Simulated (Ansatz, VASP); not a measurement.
Mo in VASP and in Ansatz

The input INCAR:

```
SYSTEM = Mo
PREC = Accurate ; ENCUT = 520
EDIFF = 1E-6 ; ISMEAR = 0
SIGMA = 0.1 ; LREAL = .False.
LASPH = .True. ; NELM = 80
ALGO = Normal ; ISIF = 2
LWAVE = .False. ; LCHARG = .False.
GGA = PS ; NBANDS = 13
```

KPOINTS

```
Automatic mesh
0
Gamma
  28 28 28
  0 0 0
```

Contents of POSCAR:

```
Mo
1.0
   -1.5647312348      1.5647312348      1.5647312348
    1.5647312348     -1.5647312348      1.5647312348
    1.5647312348      1.5647312348     -1.5647312348
Mo
1
Direct
    0.0000000000      0.0000000000      0.0000000000
```

Input for Ansatz:

```yaml
crystal:
  lattice:
    - [-1.5647312348, 1.5647312348, 1.5647312348]
    - [1.5647312348, -1.5647312348, 1.5647312348]
    - [1.5647312348, 1.5647312348, -1.5647312348]
  atoms:
    - { symbol: Mo, position: [0.0, 0.0, 0.0] }
basis:
  ecutwfc: 420
kpoints:
  mp_grid: { grid: [28, 28, 28] }
hamiltonian:
  xc: pbesol
  pseudopotentials: { kind: paw, azcp: { folder: soft_1 } }
scf:
  occupations: { method: gaussian, width: 0.1 }
output:
  forces: true
  stress: true
  eigenvalues: true
```

Alike in both runs: task single point; functional PBEsol; k mesh 28 × 28 × 28; occupations gaussian, width 0.1 eV; no spin polarisation.

```csv
,VASP,Ansatz
version,VASP 6.6.1,Ansatz 0.2.0
potentials or method,"VASP PAW PBE potentials, release 64 (Mo_sv), cutoff 520 eV","scalar-relativistic, plane waves, PAW"
valence electrons in the cell,14,14
```

```csv
,VASP,Ansatz,Ansatz less VASP
gap on the k mesh at the Fermi level (eV),none,none,-
pressure (GPa),0.7,0.2,-0.52
```

VASP's potentials were made for PBE, not for PBEsol, and Ansatz warns of the same on its side. A gap of «none» marks a metal or a gap that the smearing closes. With one functional, cell and mesh, what is left measures potentials, basis and numerics.
